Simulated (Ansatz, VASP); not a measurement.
## Ge: VASP beside Ansatz

Contents of INCAR:

```
PREC = Accurate
ENCUT = 520
EDIFF = 1E-6
ISMEAR = -1
SIGMA = 0.08
LREAL = F
LASPH = T
NELM = 60
ALGO = Normal
ISIF = 2
LWAVE = F
LCHARG = F
GGA = PS
NBANDS = 21
```

KPOINTS

```
Automatic mesh
0
Gamma
  16 16 9
```

The input POSCAR:

```
Ge
1.0
    2.2669221821      0.0000000000      0.0000000000
   -1.1334610911      1.9632121981      0.0000000000
    0.0000000000      0.0000000000      3.7033529134
Ge
2
Direct
    0.3333333333      0.6666666667      0.2500000000
    0.6666666667      0.3333333333      0.7500000000
```

Input for Ansatz:

```yaml
crystal:
  lattice:
    - [2.2669221821, 0.0, 0.0]
    - [-1.1334610911, 1.9632121981, 0.0]
    - [0.0, 0.0, 3.7033529134]
  atoms:
    - { symbol: Ge, position: [0.3333333333, 0.6666666667, 0.25] }
    - { symbol: Ge, position: [0.6666666667, 0.3333333333, 0.75] }
kpoints:
  mp_grid: { grid: [16, 16, 9] }
scf:
  occupations: { method: fermi_dirac, width: 0.08 }
hamiltonian:
  xc: pbesol
  pseudopotentials: { kind: all_electron, lapw: { basis_error: 0.001 } }
output:
  forces: true
  stress: true
  eigenvalues: true
  populations: true
```

Change from the starting cell: volume scaled by 0.45, LAPW.

Alike in both runs: task single point; functional PBEsol; k mesh 16 × 16 × 9; occupations fermi-dirac, width 0.08 eV; no spin polarisation.

```csv
,VASP,Ansatz
version,VASP 6.6.1,Ansatz 0.2.0
potentials or method,"VASP PAW PBE potentials, release 64 (Ge_d), cutoff 520 eV","all-electron LAPW, scalar-relativistic"
```

```csv
,VASP,Ansatz,Ansatz less VASP
pressure (GPa),359.7,357.5,-2.16
"traceless stress, the component that is largest in VASP (GPa)",-0.17,0.05,+0.222
```

VASP's potentials were made for PBE, not for PBEsol. Both programs put the cell under a high pressure, so it lies far from rest at this level. Ansatz ran all-electron here, and VASP with PAW potentials.

Noted on VASP's run: the cell as given lies far from equilibrium.
